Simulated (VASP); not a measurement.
P:

```
P
1.0
     1.64774   -5.46504    0.00000
     1.64774    5.46504    0.00000
     0.00000    0.00000    4.54364
P
4
Direct
  0.90414 0.09586 0.58882
  0.09586 0.90414 0.41118
  0.59586 0.40414 0.08882
  0.40414 0.59586 0.91118
```

Base run:

| Item | Value |
| --- | --- |
| Program | VASP 6.6.1 |
| Functional | BLYP |
| Potentials or basis | VASP PAW PBE potentials, release 64 (P) |
| Cutoff | 520 eV |
| k mesh | 8 × 8 × 6 |
| Occupations | fermi-dirac, width 0.05 eV |
| Spin | no spin polarisation |

Its results: band gap on the k mesh 0.21 eV; pressure 6.2 GPa; largest force 0.433 eV/Å.

Problem. The run is repeated on the same cell with these changes: functional from BLYP to r2SCAN; dispersion from none to rVV10. What comes out?

Solution. Band gap on the k mesh 0.23 eV; pressure -0.6 GPa; largest force 0.048 eV/Å.

Several settings changed at once.

Caveats: semilocal functionals underestimate gaps, and a narrow one can read as zero; the PAW data sets were made with another functional, which shifts forces and pressure a little; the cell stands under pressure (at least some runs).

A k mesh can miss the band edges.
